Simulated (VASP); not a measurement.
Crystal: Te.

```xyz
1
Lattice="-1.9354 1.9354 1.9354 1.9354 -1.9354 1.9354 1.9354 1.9354 -1.9354" Properties=species:S:1:pos:R:3 pbc="T T T"
Te    0.0000    0.0000    0.0000
```

This isn't the form of Te at room conditions, which is trigonal, of chains.

| Property | Result |
| --- | --- |
| Program | VASP 6.6.1 |
| Task | relaxation of cell and atoms |
| Functional | PBEsol |
| Potentials or basis | VASP PAW PBE potentials, release 64 (Te) |
| Cutoff | 600 eV |
| k mesh | 15 × 15 × 15 |
| Occupations | fermi-dirac, width 0.1 eV |
| Spin | no spin polarisation |

At the start: pressure -3.7 GPa; volume 29.00 Å³/atom.

Problem. Where does the relaxation end?

Solution. Over 3 steps the energy falls by 23.8 meV/atom and the volume is 27.08 Å³/atom (-6.6 %); space group Im-3m (No. 229, to 0.1 Å) before and after.

The path:
```tsv
step	energy change (eV)	largest force (eV/Å)	pressure (GPa)	volume (Å³)
1	0.0000	0.0000	-3.72	29.00
2	-0.0186	0.0000	2.12	26.26
3	-0.0238	0.0000	0.00	27.08
```

Final structure:
```
Te
1.0
    -1.89178    1.89178    1.89178
     1.89178   -1.89178    1.89178
     1.89178    1.89178   -1.89178
Te
1
Direct
  0.00000 0.00000 0.00000
```

Caveat: the PAW data sets were made with another functional, which shifts forces and pressure a little.
